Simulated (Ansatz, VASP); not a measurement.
YbIr4: VASP beside Ansatz

```
Yb Ir
1.0
    -1.99635    1.99635    5.67909
     1.99635   -1.99635    5.67909
     1.99635    1.99635   -5.67909
Yb Ir
1 4
Cartesian
  0.0000 0.0000 0.0000
  0.0000 1.9964 2.8395
  1.9964 0.0000 2.8395
  0.0000 0.0000 4.5042
  0.0000 0.0000 6.8539
```

Change from the starting cell: species swapped into the SrAl4 type (I4/mmm, No. 139).

Alike in both runs: functional PBE; k mesh 12 × 12 × 12; occupations gaussian, width 0.1 eV; no spin polarisation.

Ansatz relaxed the structure, and its values are those at the end. VASP's run is a single point on that final structure, the one shown.

|  | VASP | Ansatz |
| --- | --- | --- |
| version | VASP 6.6.1 | Ansatz 0.2.0 |
| potentials or method | VASP PAW PBE potentials, release 64 (Yb, Ir), cutoff 520 eV | scalar-relativistic, plane waves, PAW |
| valence electrons in the cell | 60 | 92 |

Ansatz gave:

- gap on the k mesh at the Fermi level (eV): none
- pressure (GPa): 0.0
- rms of the force components (eV/Å): 0.000

Question: Estimate VASP's values.

Answer: gap on the k mesh at the Fermi level (eV): none; pressure (GPa): 0.1; rms of the force components (eV/Å): 0.005.

A gap of «none» marks a metal or a gap that the smearing closes. With one functional, cell and mesh, what is left measures potentials, basis and numerics. VASP's potentials hold 60 valence electrons a cell and Ansatz's 92, so a difference there can come from the potentials and not from the codes.

Spin-orbit coupling is off throughout.
